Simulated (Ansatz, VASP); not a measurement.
## Ta in VASP and in Ansatz

The input POSCAR:

```
Ta
1.0
   -1.6512800000      1.6512800000      1.6512800000
    1.6512800000     -1.6512800000      1.6512800000
    1.6512800000      1.6512800000     -1.6512800000
Ta
1
Direct
    0.0000000000      0.0000000000      0.0000000000
```

File INCAR.step1:

```
SYSTEM = Ta
PREC     = Accurate       ! precision mode
ENCUT    = 520            ! plane-wave cutoff, eV
EDIFF    = 1E-5           ! SCF threshold, eV
ISMEAR   = -1             ! smearing method
SIGMA    = 0.05           ! smearing width, eV
LREAL    = .False.        ! projectors in reciprocal space
LASPH    = .True.         ! aspherical terms in the spheres
NELM     = 100            ! most SCF steps
ALGO     = Normal         ! electronic algorithm
ISIF     = 2              ! what is computed and relaxed
LWAVE    = .True.         ! write WAVECAR
LCHARG   = .False.        ! write CHGCAR
GGA      = PE             ! functional
NBANDS   = 12             ! bands
```

The input INCAR.step2:

```
SYSTEM = Ta
PREC     = Accurate       ! precision mode
ENCUT    = 520            ! plane-wave cutoff, eV
EDIFF    = 1E-6           ! SCF threshold, eV
ISMEAR   = -1             ! smearing method
SIGMA    = 0.05           ! smearing width, eV
LREAL    = .False.        ! projectors in reciprocal space
LASPH    = .True.         ! aspherical terms in the spheres
NELM     = 100            ! most SCF steps
ALGO     = Normal         ! electronic algorithm
ISIF     = 2              ! what is computed and relaxed
LWAVE    = .False.        ! write WAVECAR
LCHARG   = .False.        ! write CHGCAR
GGA      = PE             ! functional
LHFCALC  = .True.         ! exact exchange
AEXX     = 0.25           ! exact-exchange fraction
PRECFOCK = Normal       
ISTART   = 1            
NBANDS   = 12             ! bands
```

KPOINTS

```
Automatic mesh
0
Gamma
  6 6 6
  0 0 0
```

The input input.yaml:

```yaml
crystal:
  lattice:
    - [-1.65128, 1.65128, 1.65128]
    - [1.65128, -1.65128, 1.65128]
    - [1.65128, 1.65128, -1.65128]
  atoms:
    - { symbol: Ta, position: [0.0, 0.0, 0.0] }
hamiltonian:
  xc: pbe0
  pseudopotentials: { kind: paw }
kpoints:
  mp_grid: { grid: [6, 6, 6] }
scf:
  occupations: { method: fermi_dirac, width: 0.05 }
output:
  forces: true
  stress: true
  eigenvalues: true
  write_density: true
  write_potential: true
  elf: true
  volumetric_format: npy
```

Alike in both runs: task single point; functional PBE0; k mesh 6 × 6 × 6; occupations fermi-dirac, width 0.05 eV; no spin polarisation.

```csv
,VASP,Ansatz
version,VASP 6.6.1,Ansatz 0.2.0
potentials or method,"VASP PAW PBE potentials, release 64 (Ta_pv)",Ansatz PAW
plane-wave cutoff (eV),520,420
valence electrons in the cell,11,13
```

Ansatz gave:

* gap on the k mesh at the Fermi level (eV): none
* pressure (GPa): 4.8

Question: Estimate VASP's values.

Answer: gap on the k mesh at the Fermi level (eV): none; pressure (GPa): 3.5.

A gap of «none» marks a metal or a gap that the smearing closes. VASP's potentials hold 11 valence electrons a cell and Ansatz's 13, so a difference there can come from the potentials and not from the codes.

The k mesh is coarse, so the values compare programs but aren't converged. Spin-orbit coupling is off throughout.
